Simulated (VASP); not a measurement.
# GaP (F-43m) in VASP: further runs

Aim: see how the results for GaP move with the level of theory and the settings. Levels: PBE, LDA, HSE06. Tasks: single point.

Everything below comes from runs of VASP 6.6.1. Logs are shortened: lines on timing, memory, paths and dates and some standing lists are left out, and cuts for length are marked.

### 1 The cell of the first run

It takes space group F-43m (No. 216, cubic). The conventional cell has a = 5.451 Å, b = 5.451 Å, c = 5.451 Å, α = 90.00°, β = 90.00°, γ = 90.00°. Within 3.1 Å of Ga (site symmetry -43m) lie 4 P at 2.36 Å. Within 3.1 Å of P (site symmetry -43m) lie 4 Ga at 2.36 Å.

### 2 Single point, PBE

INCAR reads:

```
  PREC = Accurate
  ENCUT = 500
  EDIFF = 1E-6
  ISMEAR = 0
  SIGMA = 0.01
  LREAL = False
  LASPH = True
  NELM = 120
  ALGO = Normal
  ISIF = 2
  LWAVE = False
  LCHARG = False
  GGA = PE
  NBANDS = 16
  GGA_COMPAT = False
```

KPOINTS reads:

```
regular mesh
0
Gamma
  4 4 4
```

POSCAR reads:

```
GaP
1.0
    0.0000000000      2.7254101930      2.7254101930
    2.7254101930      0.0000000000      2.7254101930
    2.7254101930      2.7254101930      0.0000000000
Ga P
1 1
Direct
    0.0000000000      0.0000000000      0.0000000000
    0.2500000000      0.2500000000      0.2500000000
```

Potentials or basis: VASP PAW PBE potentials, release 64 (Ga_d, P).

On the command line:

```console
> cat potpaw_PBE.64/Ga_d/POTCAR potpaw_PBE.64/P/POTCAR > POTCAR
> mpirun -np 1 vasp_std > vasp.out
```

OUTCAR:

```text
PREC = Accurate
   ENCUT = 500
   EDIFF = 1E-6
   ISMEAR = 0
   LREAL = False
   LASPH = True
   NELM = 120
   ISIF = 2
   GGA = PE

 ion  position               nearest neighbor table
   1  0.000  0.000  0.000-   2 2.36   2 2.36   2 2.36   2 2.36
   2  0.250  0.250  0.250-   1 2.36   1 2.36   1 2.36   1 2.36

  LATTYP: Found a face centered cubic cell.
 ALAT       =     5.4508203860

  Lattice vectors:

 A1 = (   0.0000000000,   2.7254101930,   2.7254101930)
 A2 = (   2.7254101930,   0.0000000000,   2.7254101930)
 A3 = (   2.7254101930,   2.7254101930,   0.0000000000)

Analysis of symmetry for initial positions (statically):
=====================================================================
 Subroutine PRICEL returns:
 Original cell was already a primitive cell.

 Routine SETGRP: Setting up the symmetry group for a
 face centered cubic supercell.

 Subroutine GETGRP returns: Found 24 space group operations
 (whereof 24 operations were pure point group operations)
 out of a pool of 48 trial point group operations.

The static configuration has the point symmetry T_d .

Analysis of symmetry for dynamics (positions and initial velocities):
=====================================================================
 Subroutine PRICEL returns:
 Original cell was already a primitive cell.

 Routine SETGRP: Setting up the symmetry group for a
 face centered cubic supercell.

 Subroutine GETGRP returns: Found 24 space group operations
 (whereof 24 operations were pure point group operations)
 out of a pool of 48 trial point group operations.

The dynamic configuration has the point symmetry T_d .

 Subroutine INISYM returns: Found 24 space group operations
 (whereof 24 operations are pure point group operations),
 and found     1 'primitive' translations

----------------------------------------------------------------------------------------

                                     Primitive cell

  volume of cell :      40.4879

  direct lattice vectors                    reciprocal lattice vectors
     0.000000000  2.725410193  2.725410193    -0.183458623  0.183458623  0.183458623
     2.725410193  0.000000000  2.725410193     0.183458623 -0.183458623  0.183458623
     2.725410193  2.725410193  0.000000000     0.183458623  0.183458623 -0.183458623

  length of vectors
     3.854312058  3.854312058  3.854312058     0.317759655  0.317759655  0.317759655

  position of ions in fractional coordinates (direct lattice)
     0.000000000  0.000000000  0.000000000
[... 60 lines left out ...]
   NELM   =    120;   NELMIN=  2; NELMDL= -5     # of ELM steps
   EDIFF  = 0.1E-05   stopping-criterion for ELM
   LREAL  =      F    real-space projection
   EDIFFG = 0.1E-04   stopping-criterion for IOM
   NSW    =      0    number of steps for IOM
   IBRION =     -1    ionic relax: 0-MD 1-quasi-New 2-CG
   NFREE  =      0    steps in history (QN), initial steepest desc. (CG)
   ISIF   =      2    stress and relaxation
   ISYM   =      2    0-nonsym 1-usesym 2-fastsym
   POTIM  = 0.5000    time-step for ionic-motion
   TEBEG  =    0.0;   TEEND  =   0.0 temperature during run
   PSTRESS=    0.0 pullay stress
   NELECT =      18.0000    total number of electrons
   NUPDOWN=      -1.0000    fix difference up-down
   EMIN   =  10.00;   EMAX   =-10.00  energy-range for DOS
   EFERMI =   0.00;   METHOD = LEGACY
   ISMEAR =     0;   SIGMA  =   0.01  broadening in eV -4-tet -1-fermi 0-gaus
   EFERMI_NEDOS =   21; number of points for ismear=-14 and -15
   IALGO  =     38    algorithm
   IMIX   =      4    mixing-type and parameters
     AMIX     =   0.40;   BMIX     =  1.00
     AMIX_MAG =   1.60;   BMIX_MAG =  1.00
  volume/ion in A,a.u.               =      20.24       136.61
  Fermi-wavevector in a.u.,A,eV,Ry     =   1.249464  2.361145 21.240880  1.561161
  Thomas-Fermi vector in A             =   2.383503
   LORBIT       =      0    0 simple, 1 ext, 2 COOP (PROOUT), +10 PAW based schemes
   GGA     = PE    functional components
   LHFCALC =     F    Hartree Fock is set to
   AEXX    =    0.0000 exact exchange contribution
   IVDW    =     0    specifies the selected vdW correction
   LEPSILON=     F    determine dielectric tensor
   LRPA    =     F    only Hartree local field effects (RPA)
 non-spin polarized calculation
 Gauss-broadening in eV      SIGMA  =   0.01
  energy-cutoff  :      500.00
  volume of cell :       40.49
 maximum number of plane-waves:      1056
   NGX = 13   NGY = 13   NGZ = 13

 number of electron      18.0000016 magnetization

 Free energy of the ion-electron system (eV)
  ---------------------------------------------------
  ext. energy  EPLUGINS =         0.00000000
  ---------------------------------------------------
  free energy    TOTEN  =        -8.97610883 eV

  energy without entropy =       -8.97610883  energy(sigma->0) =       -8.97610883

 E-fermi :   4.7468     XC(G=0):  -9.8099

 val. band max:        4.6970091420   @ k =   0.0000   0.0000   0.0000
 cond. band min:       6.3259858750   @ k =   0.5000   0.5000   0.0000
 fundamental gap:      1.6289767330
 Fermi energy:         4.7467890187

 k-point     1 :       0.0000    0.0000    0.0000
  band No.  band energies     occupation
      1      -9.9007      2.00000
      2      -9.9007      2.00000
      3      -9.9007      2.00000
      4      -9.8024      2.00000
      5      -9.8024      2.00000
      6      -7.8018      2.00000
[... 129 lines left out ...]
      3      -9.8413      2.00000
      4      -9.8175      2.00000
      5      -9.7936      2.00000
      6      -4.7327      2.00000
[... 8 lines left out ...]
     15      16.5804      0.00000
     16      18.4151      0.00000

------------------------ aborting loop because EDIFF is reached ----------------------------------------

  FORCE on cell =-STRESS in cart. coord.  units (eV):
  Direction    XX          YY          ZZ          XY          YZ          ZX
  --------------------------------------------------------------------------------------
  -------------------------------------------------------------------------------------
  Total        0.7131002      0.7131002      0.7131002     -0.0000000     -0.0000000     -0.0000000
  in kB       28.2186024     28.2186024     28.2186024     -0.0000000     -0.0000000     -0.0000000
  external PRESSURE =      28.2186024 kB  Pullay stress =       0.0000000 kB

 VOLUME and BASIS-vectors are now :
 -----------------------------------------------------------------------------
  energy-cutoff  :      500.00
  volume of cell :       40.49
      direct lattice vectors                 reciprocal lattice vectors
     0.000000000  2.725410193  2.725410193    -0.183458623  0.183458623  0.183458623
     2.725410193  0.000000000  2.725410193     0.183458623 -0.183458623  0.183458623
     2.725410193  2.725410193  0.000000000     0.183458623  0.183458623 -0.183458623

 POSITION                                       TOTAL-FORCE (eV/Angst)
 -----------------------------------------------------------------------------------
      0.00000      0.00000      0.00000         0.000000      0.000000      0.000000
      1.36271      1.36271      1.36271        -0.000000     -0.000000     -0.000000
 -----------------------------------------------------------------------------------
    total drift:                                0.000001      0.000001      0.000001

  FREE ENERGIE OF THE ION-ELECTRON SYSTEM (eV)
  ---------------------------------------------------
  free  energy   TOTEN  =        -8.9761088269 eV

  energy  without entropy=       -8.9761088269  energy(sigma->0) =       -8.97610883
```

Wall time 6.5 s (1 thread of AMD EPYC 7R43 (Zen 3), shared host); peak memory 0.12 GiB.

Results:

```yaml
Free_energy: -8.9761 eV
Pressure: 2.8 GPa
Band_gap_on_the_k_mesh: 1.63 eV, indirect (least direct gap 1.82 eV)
```

Caveat: the k points lie up to 0.50 Å⁻¹ apart.

### 3 Single point, LDA

INCAR reads:

```
SYSTEM = GaP
PREC = Accurate
ENCUT = 500
EDIFF = 1E-6
ISMEAR = 0
SIGMA = 0.01
LREAL = .FALSE.
LASPH = .TRUE.
NELM = 120
ALGO = Normal
ISIF = 2
LWAVE = .FALSE.
LCHARG = .FALSE.
NBANDS = 16
GGA_COMPAT = .FALSE.
```

KPOINTS reads:

```
Automatic mesh
0
G
  4 4 4
  0 0 0
```

POSCAR is that of step 2.

Potentials or basis: VASP PAW LDA potentials, release 64 (Ga_d, P).

On the command line:

```console
> cat potpaw_LDA.64/Ga_d/POTCAR potpaw_LDA.64/P/POTCAR > POTCAR
> mpirun -np 1 vasp_std > vasp.out
```

OUTCAR:

```text
SYSTEM = GaP
   PREC = Accurate
   ENCUT = 500
   EDIFF = 1E-6
   ISMEAR = 0
   LREAL = .FALSE.
   LASPH = .TRUE.
   NELM = 120
   ISIF = 2

 ion  position               nearest neighbor table
   1  0.000  0.000  0.000-   2 2.36   2 2.36   2 2.36   2 2.36
   2  0.250  0.250  0.250-   1 2.36   1 2.36   1 2.36   1 2.36

  LATTYP: Found a face centered cubic cell.
 ALAT       =     5.4508203860

  Lattice vectors:

 A1 = (   0.0000000000,   2.7254101930,   2.7254101930)
 A2 = (   2.7254101930,   0.0000000000,   2.7254101930)
 A3 = (   2.7254101930,   2.7254101930,   0.0000000000)

[... 317 lines left out ...]

  FORCE on cell =-STRESS in cart. coord.  units (eV):
  Direction    XX          YY          ZZ          XY          YZ          ZX
  --------------------------------------------------------------------------------------
  -------------------------------------------------------------------------------------
  Total       -0.5814539     -0.5814539     -0.5814539      0.0000000      0.0000000      0.0000000
  in kB      -23.0091308    -23.0091308    -23.0091308      0.0000000      0.0000000      0.0000000
  external PRESSURE =     -23.0091308 kB  Pullay stress =       0.0000000 kB

 VOLUME and BASIS-vectors are now :
 -----------------------------------------------------------------------------
  energy-cutoff  :      500.00
  volume of cell :       40.49
      direct lattice vectors                 reciprocal lattice vectors
     0.000000000  2.725410193  2.725410193    -0.183458623  0.183458623  0.183458623
     2.725410193  0.000000000  2.725410193     0.183458623 -0.183458623  0.183458623
     2.725410193  2.725410193  0.000000000     0.183458623  0.183458623 -0.183458623

 POSITION                                       TOTAL-FORCE (eV/Angst)
 -----------------------------------------------------------------------------------
      0.00000      0.00000      0.00000        -0.000000      0.000000      0.000000
      1.36271      1.36271      1.36271         0.000000     -0.000000     -0.000000
 -----------------------------------------------------------------------------------
    total drift:                                0.000001      0.000001      0.000001

  FREE ENERGIE OF THE ION-ELECTRON SYSTEM (eV)
  ---------------------------------------------------
  free  energy   TOTEN  =       -10.2889053490 eV

  energy  without entropy=      -10.2889053490  energy(sigma->0) =      -10.28890535
```

OSZICAR:

```text
N       E                     dE             d eps       ncg     rms          rms(c)
DAV:   1     0.831122913375E+02    0.83112E+02   -0.88899E+03   256   0.166E+03
DAV:   2    -0.408975701155E+01   -0.87202E+02   -0.81934E+02   288   0.306E+02
DAV:   3    -0.105370101603E+02   -0.64473E+01   -0.64234E+01   336   0.670E+01
DAV:   4    -0.106414702604E+02   -0.10446E+00   -0.10444E+00   304   0.941E+00
DAV:   5    -0.106433314543E+02   -0.18612E-02   -0.18607E-02   344   0.106E+00    0.434E+00
DAV:   6    -0.103465989199E+02    0.29673E+00   -0.38878E-01   384   0.105E+01    0.283E+00
DAV:   7    -0.102940890577E+02    0.52510E-01   -0.91836E-02   336   0.207E+00    0.107E+00
DAV:   8    -0.102889134346E+02    0.51756E-02   -0.12749E-02   288   0.121E+00    0.204E-01
DAV:   9    -0.102888934076E+02    0.20027E-04   -0.10969E-03   424   0.421E-01    0.611E-02
DAV:  10    -0.102888972501E+02   -0.38426E-05   -0.55474E-05   400   0.934E-02    0.267E-02
DAV:  11    -0.102889055688E+02   -0.83187E-05   -0.10828E-05   280   0.462E-02    0.839E-03
DAV:  12    -0.102889053490E+02    0.21985E-06   -0.53449E-07   224   0.738E-03
   1 F= -.10288905E+02 E0= -.10288905E+02  d E =-.792696E-15
```

stdout:

```text
POSCAR found type information on POSCAR GaP
 POSCAR found :  2 types and       2 ions
 scaLAPACK will be used
 LDA part: xc-table for (Slater(with rela. corr.)+CA(PZ))
 , standard interpolation
 POSCAR, INCAR and KPOINTS ok, starting setup
 FFT: planning ... GRIDC
 FFT: planning ... GRID_SOFT
 FFT: planning ... GRID
 WAVECAR not read
 entering main loop
```

Run time: 5.3 s. Hardware: 1 thread of AMD EPYC 7R43 (Zen 3), shared host; peak memory 0.1 GiB.

What came out:

```
Free energy            : -10.2889 eV
Pressure               : -2.3 GPa
Band gap on the k mesh : 1.46 eV, indirect (least direct gap 1.62 eV)
```

Caveat: the k points lie up to 0.50 Å⁻¹ apart.

### 4 Single point, HSE06

POSCAR is that of step 3.

INCAR.step1 reads:

```
SYSTEM = GaP
PREC = Accurate
ENCUT = 400
EDIFF = 1E-5
ISMEAR = 0
SIGMA = 0.01
LREAL = .FALSE.
LASPH = .TRUE.
NELM = 120
ALGO = Normal
ISIF = 2
LWAVE = .TRUE.
LCHARG = .FALSE.
GGA = PE
NBANDS = 16
GGA_COMPAT = .FALSE.
```

INCAR.step2 reads:

```
SYSTEM = GaP
PREC = Accurate
ENCUT = 400
EDIFF = 1E-6
ISMEAR = 0
SIGMA = 0.01
LREAL = .FALSE.
LASPH = .TRUE.
NELM = 120
ALGO = Normal
ISIF = 2
LWAVE = .FALSE.
LCHARG = .FALSE.
GGA = PE
LHFCALC = .TRUE.
HFSCREEN = 0.2079
PRECFOCK = Normal
ISTART = 1
NBANDS = 16
GGA_COMPAT = .FALSE.
```

KPOINTS reads:

```
regular mesh
0
G
  4 4 4
  0 0 0
```

Potentials or basis: VASP PAW PBE potentials, release 64 (Ga_d, P).

On the command line:

```console
> cat potpaw_PBE.64/Ga_d/POTCAR potpaw_PBE.64/P/POTCAR > POTCAR
> cp INCAR.step1 INCAR
> mpirun -np 1 vasp_std > vasp.out
> cp INCAR.step2 INCAR
> mpirun -np 1 vasp_std > vasp.out
```

Run time: 4.4 min. Hardware: 1 thread of AMD EPYC 7R43 (Zen 3), shared host; peak memory 0.22 GiB.

Results (log left out):

```
Free energy            : -10.6651 eV
Pressure               : 0.7 GPa
Band gap on the k mesh : 2.31 eV, indirect (least direct gap 2.84 eV)
```

Levels at points of the mesh, in eV from the valence-band top:
```csv
k point,band 5,band 6,band 7,band 8,band 9,band 10,band 11,band 12,band 13,band 14
"(0.00, 0.00, 0.00)",-16.96,-13.76,0.00,0.00,0.00,2.84,4.78,4.78,4.78,9.88
"(0.50, 0.00, 0.00)",-16.96,-11.53,-7.22,-1.21,-1.21,2.54,5.62,5.62,9.27,12.17
"(0.50, 0.50, 0.00)",-16.95,-10.55,-7.32,-2.92,-2.92,2.31,2.59,12.07,12.07,12.60
```

Caveat: the k points lie up to 0.50 Å⁻¹ apart; the PAW data sets were made with another functional, which shifts forces and pressure a little.

### 5 Overview

```csv
level,potentials or basis,cutoff (eV),grid for exact exchange (PRECFOCK),screening parameter,gap on the mesh (eV),pressure (GPa)
PBE,"VASP PAW PBE potentials, release 64 (Ga_d, P)",500,-,-,1.63,2.8
LDA,"VASP PAW LDA potentials, release 64 (Ga_d, P)",500,-,-,1.46,-2.3
HSE06,"VASP PAW PBE potentials, release 64 (Ga_d, P)",400,Normal,0.2079 1/Å,2.31,0.7
```

Alike in all rows: task single point; no spin polarisation; cell as given; k mesh 4 × 4 × 4; smearing gaussian 0.01 eV.

Caveats: all runs use coarse meshes; the PAW data sets were made with another functional, which shifts forces and pressure a little (some runs).

Absolute energies hang on the potentials; compare differences alone.
